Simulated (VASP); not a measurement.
# Co (P6_3/mmc) in VASP: a series of runs

The runs below take Co through single point, with PBE.

Program: VASP 6.6.1. These are calculated values, not measurements. Logs are shortened: lines on timing, memory, paths and dates and some standing lists are left out, and cuts for length are marked.

### 1 The cell of the first run

The structure is hexagonal, space group P6_3/mmc (No. 194). Conventional cell: a = 2.494 Å, b = 2.494 Å, c = 4.028 Å, α = 90.00°, β = 90.00°, γ = 120.00°. Within 3.3 Å of Co (site symmetry -6m2) lie 12 Co at 2.48 to 2.49 Å.

### 2 Single point, PBE, collinear spin, ferromagnetic start

INCAR reads:

```
SYSTEM = Co
ALGO = Normal
EDIFF = 1E-6
ENCUT = 520
GGA = PE
ISIF = 2
ISMEAR = -1
ISPIN = 2
LASPH = .TRUE.
LCHARG = .FALSE.
LMAXMIX = 4
LORBIT = 11
LREAL = .FALSE.
LWAVE = .FALSE.
MAGMOM = 1.69 1.69
NBANDS = 20
NELM = 150
PREC = Accurate
SIGMA = 0.05
```

KPOINTS reads:

```
k-points
0
G
  21 21 11
  0 0 0
```

POSCAR reads:

```
Co
1.0
    2.4935221926      0.0000000000      0.0000000000
   -1.2467610963      2.1594535637      0.0000000000
    0.0000000000      0.0000000000      4.0277844638
Co
2
Direct
    0.3333333333      0.6666666667      0.2500000000
    0.6666666667      0.3333333333      0.7500000000
```

Potentials or basis: VASP PAW PBE potentials, release 64 (Co).

The run is started by

```console
$ cat potpaw_PBE.64/Co/POTCAR > POTCAR
$ mpirun -np 1 vasp_std > vasp.out
```

OUTCAR:

```text
SYSTEM = Co
   EDIFF = 1E-6
   ENCUT = 520
   GGA = PE
   ISIF = 2
   ISMEAR = -1
   ISPIN = 2
   LASPH = .TRUE.
   LORBIT = 11
   LREAL = .FALSE.
   NELM = 150
   PREC = Accurate

 ion  position               nearest neighbor table
   1  0.333  0.667  0.250-   2 2.48   2 2.48   2 2.48   2 2.48   2 2.48   2 2.48
   2  0.667  0.333  0.750-   1 2.48   1 2.48   1 2.48   1 2.48   1 2.48   1 2.48

  LATTYP: Found a hexagonal cell.
 ALAT       =     2.4935221926
 C/A-ratio  =     1.6152992244

  Lattice vectors:

 A1 = (   2.4935221926,   0.0000000000,   0.0000000000)
 A2 = (  -1.2467610963,   2.1594535637,   0.0000000000)
 A3 = (   0.0000000000,   0.0000000000,   4.0277844638)

Analysis of symmetry for initial positions (statically):
=====================================================================
 Subroutine PRICEL returns:
 Original cell was already a primitive cell.

 Routine SETGRP: Setting up the symmetry group for a
 hexagonal supercell.

 Subroutine GETGRP returns: Found 24 space group operations
 (whereof 12 operations were pure point group operations)
 out of a pool of 24 trial point group operations.

The static configuration has the point symmetry D_3d.
 The point group associated with its full space group is D_6h.

Analysis of symmetry for dynamics (positions and initial velocities):
=====================================================================
 Subroutine PRICEL returns:
 Original cell was already a primitive cell.

 Routine SETGRP: Setting up the symmetry group for a
 hexagonal supercell.

 Subroutine GETGRP returns: Found 24 space group operations
 (whereof 12 operations were pure point group operations)
 out of a pool of 24 trial point group operations.

The dynamic configuration has the point symmetry D_3d.
 The point group associated with its full space group is D_6h.

Analysis of structural, dynamic, and magnetic symmetry:
=====================================================================
 Subroutine PRICEL returns:
 Original cell was already a primitive cell.

 Routine SETGRP: Setting up the symmetry group for a
 hexagonal supercell.

 Subroutine GETGRP returns: Found 24 space group operations
 (whereof 12 operations were pure point group operations)
 out of a pool of 24 trial point group operations.

The overall configuration has the point symmetry D_3d.
 The point group associated with its full space group is D_6h.

 Subroutine INISYM returns: Found 24 space group operations
 (whereof 12 operations are pure point group operations),
 and found     1 'primitive' translations

----------------------------------------------------------------------------------------

                                     Primitive cell

  volume of cell :      21.6882

  direct lattice vectors                    reciprocal lattice vectors
     2.493522193  0.000000000  0.000000000     0.401039142  0.231540056  0.000000000
    -1.246761096  2.159453564  0.000000000     0.000000000  0.463080113  0.000000000
     0.000000000  0.000000000  4.027784464     0.000000000  0.000000000  0.248275450

  length of vectors
     2.493522193  2.493522193  4.027784464     0.463080113  0.463080113  0.248275450

  position of ions in fractional coordinates (direct lattice)
     0.333333333  0.666666667  0.250000000
     0.666666667  0.333333333  0.750000000

  ion indices of the primitive-cell ions
   primitive index   ion index
                 1           1
                 2           2

----------------------------------------------------------------------------------------

 KPOINTS: k-points

Automatic generation of k-mesh.
 Grid dimensions read from file:
 generate k-points for:   21   21   11

 Generating k-lattice:

  Cartesian coordinates                     Fractional coordinates (reciprocal lattice)
     0.019097102  0.011025717  0.000000000     0.047619048  0.000000000  0.000000000
     0.000000000  0.022051434  0.000000000     0.000000000  0.047619048  0.000000000
     0.000000000  0.000000000  0.022570495     0.000000000  0.000000000  0.090909091

  Length of vectors
     0.022051434  0.022051434  0.022570495

  Shift w.r.t. Gamma in fractional coordinates (k-lattice)
     0.000000000  0.000000000  0.000000000

 Subroutine IBZKPT returns following result:
 ===========================================

 Found    288 irreducible k-points:

 Following reciprocal coordinates:
            Coordinates               Weight
  0.000000  0.000000  0.000000      1.000000
  0.047619  0.000000  0.000000      6.000000
  0.095238  0.000000  0.000000      6.000000
  0.142857  0.000000  0.000000      6.000000
  0.190476  0.000000  0.000000      6.000000
  0.238095  0.000000  0.000000      6.000000
[... 16 lines left out ...]
  0.142857  0.095238  0.000000     12.000000
  0.190476  0.095238  0.000000     12.000000
 [... further k-points ...]
   k-points           NKPTS =    288   k-points in BZ     NKDIM =    288   number of bands    NBANDS=     20
   number of dos      NEDOS =    301   number of ions     NIONS =      2
   total plane-waves  NPLWV =  12000
   dimension x,y,z NGX =    20 NGY =   20 NGZ =   30
   dimension x,y,z NGXF=    40 NGYF=   40 NGZF=   60
   ions per type =               2
   NGX,Y,Z   is equivalent  to a cutoff of  13.33, 13.33, 12.38 a.u.
   NGXF,Y,Z  is equivalent  to a cutoff of  26.67, 26.67, 24.76 a.u.
 SYSTEM =  Co
   PREC   = accura    normal or accurate (medium, high low for compatibility)
   ISTART =      0    job   : 0-new  1-cont  2-samecut
   ICHARG =      2    charge: 1-file 2-atom 10-const
   ISPIN  =      2    spin polarized calculation?
   LNONCOLLINEAR =      F non collinear calculations
   LSORBIT =      F    spin-orbit coupling
   LASPH  =      T    aspherical Exc in radial PAW
   ENCUT  =  520.0 eV  38.22 Ry    6.18 a.u.   4.64  4.64  7.49*2*pi/ulx,y,z
   NELM   =    150;   NELMIN=  2; NELMDL= -5     # of ELM steps
   EDIFF  = 0.1E-05   stopping-criterion for ELM
   LREAL  =      F    real-space projection
   EDIFFG = 0.1E-04   stopping-criterion for IOM
   NSW    =      0    number of steps for IOM
   IBRION =     -1    ionic relax: 0-MD 1-quasi-New 2-CG
   NFREE  =      0    steps in history (QN), initial steepest desc. (CG)
   ISIF   =      2    stress and relaxation
   ISYM   =      2    0-nonsym 1-usesym 2-fastsym
   POTIM  = 0.5000    time-step for ionic-motion
   TEBEG  =    0.0;   TEEND  =   0.0 temperature during run
   PSTRESS=    0.0 pullay stress
   NELECT =      18.0000    total number of electrons
   NUPDOWN=      -1.0000    fix difference up-down
   EMIN   =  10.00;   EMAX   =-10.00  energy-range for DOS
   EFERMI =   0.00;   METHOD = LEGACY
   ISMEAR =    -1;   SIGMA  =   0.05  broadening in eV -4-tet -1-fermi 0-gaus
   EFERMI_NEDOS =   21; number of points for ismear=-14 and -15
   IALGO  =     38    algorithm
   IMIX   =      4    mixing-type and parameters
     AMIX     =   0.40;   BMIX     =  1.00
     AMIX_MAG =   1.60;   BMIX_MAG =  1.00
  volume/ion in A,a.u.               =      10.84        73.18
  Fermi-wavevector in a.u.,A,eV,Ry     =   1.538478  2.907301 32.203818  2.366914
  Thomas-Fermi vector in A             =   2.644841
   LORBIT       =     11    0 simple, 1 ext, 2 COOP (PROOUT), +10 PAW based schemes
   GGA     = PE    functional components
   LHFCALC =     F    Hartree Fock is set to
   AEXX    =    0.0000 exact exchange contribution
   IVDW    =     0    specifies the selected vdW correction
   LEPSILON=     F    determine dielectric tensor
   LRPA    =     F    only Hartree local field effects (RPA)
 spin polarized calculation
  energy-cutoff  :      520.00
  volume of cell :       21.69
 maximum number of plane-waves:       597
 NGX is ok and might be reduce to    20
   NGX =  9   NGY =  9   NGZ = 15

 number of electron      17.9999996 magnetization       3.1873664

 Free energy of the ion-electron system (eV)
  ---------------------------------------------------
  ext. energy  EPLUGINS =         0.00000000
  ---------------------------------------------------
  free energy    TOTEN  =       -14.07696218 eV

  energy without entropy =      -14.06157891  energy(sigma->0) =      -14.06927055

 E-fermi :  10.2569     XC(G=0): -13.4068

 val. band max:       10.2546658075   @ k =   0.3333   0.0000   0.4545
 cond. band min:      10.2582332112   @ k =   0.0476   0.0476   0.1818
 fundamental gap:      0.0035674036
 Fermi energy:        10.2569335232

 spin component 1

 k-point     1 :       0.0000    0.0000    0.0000
  band No.  band energies     occupation
      1       1.3556      1.00000
      2       5.1386      1.00000
      3       7.6632      1.00000
      4       7.6786      1.00000
      5       7.6786      1.00000
      6       7.9916      1.00000
[... 12 lines left out ...]
     19      36.1412      0.00000
     20      36.1412      0.00000
[... 507 lines left out ...]
 k-point    24 :       0.1905    0.0952    0.0000
  band No.  band energies     occupation
      1       3.4071      1.00000
      2       6.0209      1.00000
      3       6.7829      1.00000
      4       6.8687      1.00000
      5       7.7072      1.00000
      6       7.7379      1.00000
[... 12 lines left out ...]
     19      35.2911      0.00000
     20      36.3305      0.00000

 [... further k-points ...]

 spin component 2

 k-point     1 :       0.0000    0.0000    0.0000
  band No.  band energies     occupation
      1       1.3440      1.00000
      2       6.0725      1.00000
      3       9.2828      1.00000
      4       9.3006      1.00000
      5       9.3006      1.00000
      6       9.6674      0.99999
[... 12 lines left out ...]
     19      36.4242      0.00000
     20      36.4242      0.00000
[... 507 lines left out ...]
 k-point    24 :       0.1905    0.0952    0.0000
  band No.  band energies     occupation
      1       3.4357      1.00000
      2       7.1519      1.00000
      3       7.9048      1.00000
      4       8.2569      1.00000
      5       9.2588      1.00000
      6       9.3688      1.00000
[... 12 lines left out ...]
     19      35.4965      0.00000
     20      36.7499      0.00000

 [... further k-points ...]

------------------------ aborting loop because EDIFF is reached ----------------------------------------

  FORCE on cell =-STRESS in cart. coord.  units (eV):
  Direction    XX          YY          ZZ          XY          YZ          ZX
  --------------------------------------------------------------------------------------
  -------------------------------------------------------------------------------------
  Total       -0.0875993     -0.0875993     -0.0719636      0.0000000      0.0000000      0.0000000
  in kB       -6.4712465     -6.4712465     -5.3161855      0.0000000      0.0000000      0.0000000
  external PRESSURE =      -6.0862262 kB  Pullay stress =       0.0000000 kB

 VOLUME and BASIS-vectors are now :
 -----------------------------------------------------------------------------
  energy-cutoff  :      520.00
  volume of cell :       21.69
      direct lattice vectors                 reciprocal lattice vectors
     2.493522193  0.000000000  0.000000000     0.401039142  0.231540056  0.000000000
    -1.246761096  2.159453564  0.000000000     0.000000000  0.463080113  0.000000000
     0.000000000  0.000000000  4.027784464     0.000000000  0.000000000  0.248275450

 POSITION                                       TOTAL-FORCE (eV/Angst)
 -----------------------------------------------------------------------------------
     -0.00000      1.43964      1.00695        -0.000000      0.000000      0.000000
      1.24676      0.71982      3.02084         0.000000      0.000000      0.000000
 -----------------------------------------------------------------------------------
    total drift:                               -0.000000      0.000000     -0.000000

  FREE ENERGIE OF THE ION-ELECTRON SYSTEM (eV)
  ---------------------------------------------------
  free  energy   TOTEN  =       -14.0769621820 eV

  energy  without entropy=      -14.0615789090  energy(sigma->0) =      -14.06927055

 total charge

# of ion       s       p       d       tot
------------------------------------------
    1        0.488   0.521   7.264   8.274
    2        0.488   0.521   7.264   8.274
--------------------------------------------------
tot          0.977   1.043  14.529  16.548

 magnetization (x)

# of ion       s       p       d       tot
------------------------------------------
    1       -0.015  -0.055   1.685   1.614
    2       -0.015  -0.055   1.685   1.614
--------------------------------------------------
tot         -0.031  -0.110   3.370   3.229
```

Run time: 6.5 min. Hardware: 1 thread of Intel Xeon 8259CL, shared host; peak memory 0.28 GiB.

What came out:

- Free energy: -14.0770 eV
- Pressure: -0.6 GPa
- Net moment: 3.19 μB per cell
- Site moments: Co +1.61 μB
- Valence electrons inside the program's atomic spheres: Co 8.27

### 3 Single point, PBE, collinear spin, ferromagnetic start

INCAR reads:

```
PREC     = Accurate       # precision mode
ENCUT    = 520            # plane-wave cutoff, eV
EDIFF    = 1E-6           # SCF threshold, eV
ISMEAR   = -1             # smearing method
SIGMA    = 0.05           # smearing width, eV
LREAL    = False          # projectors in reciprocal space
LASPH    = True           # aspherical terms in the spheres
NELM     = 150            # most SCF steps
ALGO     = Normal         # electronic algorithm
ISIF     = 2              # what is computed and relaxed
LWAVE    = False          # write WAVECAR
LCHARG   = False          # write CHGCAR
ISPIN    = 2              # spin polarisation
MAGMOM   = 1.69 1.69      # initial moments
LORBIT   = 11             # projections on sites
LMAXMIX  = 4              # l up to which the mixer works
GGA      = PE             # functional
NBANDS   = 20             # bands
```

KPOINTS reads:

```
regular mesh
0
Gamma
  24 24 13
```

POSCAR is that of step 2.

Potentials or basis: VASP PAW PBE potentials, release 64 (Co).

The run is started by

```console
$ cat potpaw_PBE.64/Co/POTCAR > POTCAR
$ mpirun -np 1 vasp_std > vasp.out
```

Run time: 8.8 min. Hardware: 1 thread of Intel Xeon 8259CL, shared host; peak memory 0.35 GiB.

It converged, with:

* Free energy: -14.0781 eV
* Pressure: -0.4 GPa
* Net moment: 3.21 μB per cell
* Site moments: Co +1.63 μB
* Valence electrons inside the program's atomic spheres: Co 8.27

Levels at points of the mesh, in eV from the Fermi level:
Spin up:
| k point | band 8 | band 9 | band 10 | band 11 | band 12 | band 13 | band 14 | band 15 |
| --- | --- | --- | --- | --- | --- | --- | --- | --- |
| (0.00, 0.00, 0.00) | -1.93 | -1.93 | -0.82 | -0.82 | -0.05 | 6.38 | 21.98 | 24.53 |
| (0.50, 0.00, 0.00) | -0.70 | -0.60 | -0.54 | 1.31 | 3.32 | 9.71 | 10.36 | 12.76 |
Spin down:
```tsv
k point	band 5	band 6	band 7	band 8	band 9	band 10
(0.00, 0.00, 0.00)	-0.95	-0.58	-0.58	-0.17	-0.17	-0.12
(0.50, 0.00, 0.00)	-1.11	-1.02	-0.60	1.18	1.32	1.35
```
